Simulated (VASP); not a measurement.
Set up this calculation in VASP 6.6.1, as the native input.

| Quantity | Value |
| --- | --- |
| Task | single point |
| Functional | PBE |
| Potentials or basis | VASP PAW PBE potentials, release 64 (Be, Te) |
| Cutoff | 520 eV |
| k mesh | 8 × 8 × 8 |
| Occupations | gaussian, width 0.05 eV |
| Spin | no spin polarisation |
| Dipole correction | no |
| Further INCAR settings | ALGO = Normal; EDIFF = 1e-07; NBANDS = 11 |

The structure of BeTe lies in POSCAR:

```
BeTe
1.0
    0.0000000000      2.6869000000      2.7700000000
    2.6869000000      0.0000000000      2.7700000000
    2.6869000000      2.6869000000      0.0000000000
Be Te
1 1
Direct
    0.0000000000      0.0000000000      0.0000000000
    0.7500000000      0.7500000000      0.7500000000
```

This cell differs from its parent crystal: strain -0.030 along x and y, +0.000 along z.

These files were run (other wordings do the same):

INCAR

```
SYSTEM = BeTe
PREC = Accurate
ENCUT = 520
EDIFF = 1E-7
ISMEAR = 0
SIGMA = 0.05
LREAL = .FALSE.
LASPH = .TRUE.
NELM = 60
ALGO = Normal
ISIF = 2
LWAVE = .FALSE.
LCHARG = .FALSE.
GGA = PE
NBANDS = 11
```

KPOINTS

```
regular mesh
0
G
  8 8 8
  0 0 0
```

Potentials or basis: VASP PAW PBE potentials, release 64 (Be, Te).

The run is started by

```bash
$ cat potpaw_PBE.64/Be/POTCAR potpaw_PBE.64/Te/POTCAR > POTCAR
$ mpirun -np 1 vasp_std > vasp.out
```

Results of the run:

```json
{
  "Pressure": "9.5 GPa",
  "Band gap on the k mesh": "1.54 eV, indirect (least direct gap 3.42 eV)"
}
```

Caveat: the cell differs from its parent crystal (strain -0.030 along x and y, +0.000 along z); spin-orbit coupling is left out, which moves the levels of the heavy elements.

Run time: 35 s on 1 thread of AMD EPYC 7R43 64-Core Processor (Zen 3), on a shared host, peak memory 0.14 GiB.
